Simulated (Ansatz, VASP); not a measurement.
Ta3N: VASP beside Ansatz

```xyz
4
Lattice="3.0322 0.0000 0.0000 -1.5161 2.6260 0.0000 0.0000 0.0000 7.5241" Properties=species:S:1:pos:R:3 pbc="T T T"
Ta    0.0000    0.0000    3.7621
Ta    0.0000    1.7507    1.3087
Ta    1.5161    0.8753    6.2155
N     0.0000    0.0000    0.0000
```

Alike in both runs: task single point; functional PBE; k mesh 6 × 6 × 2; occupations gaussian, width 0.1 eV; collinear spin.

|  | VASP | Ansatz |
| --- | --- | --- |
| version | VASP 6.6.1 | Ansatz 0.2.0 |
| potentials or method | VASP PAW PBE potentials, release 64 (Ta_pv, N), cutoff 520 eV | scalar-relativistic, plane waves, PAW |
| valence electrons in the cell | 38 | 44 |

|  | VASP | Ansatz | Ansatz less VASP |
| --- | --- | --- | --- |
| gap on the k mesh at the Fermi level (eV) | none | none | - |
| pressure (GPa) | 0.2 | -0.1 | -0.29 |
| traceless stress, the component that is largest in VASP (GPa) | 3.54 | 3.54 | -0.001 |
| rms of the force components (eV/Å) | 0.011 | 0.031 | +0.0198 |
| net moment per atom (μB) | 0.00 | 0.00 | 0.000 |

Atom by atom the forces differ by 0.020 eV/Å (rms over components). A gap of «none» marks a metal or a gap that the smearing closes. VASP's potentials hold 38 valence electrons a cell and Ansatz's 44, so a difference there can come from the potentials and not from the codes. Ansatz's warnings: seeded moment not kept.

The k mesh is coarse, so the values compare programs but aren't converged. Spin-orbit coupling is off throughout.
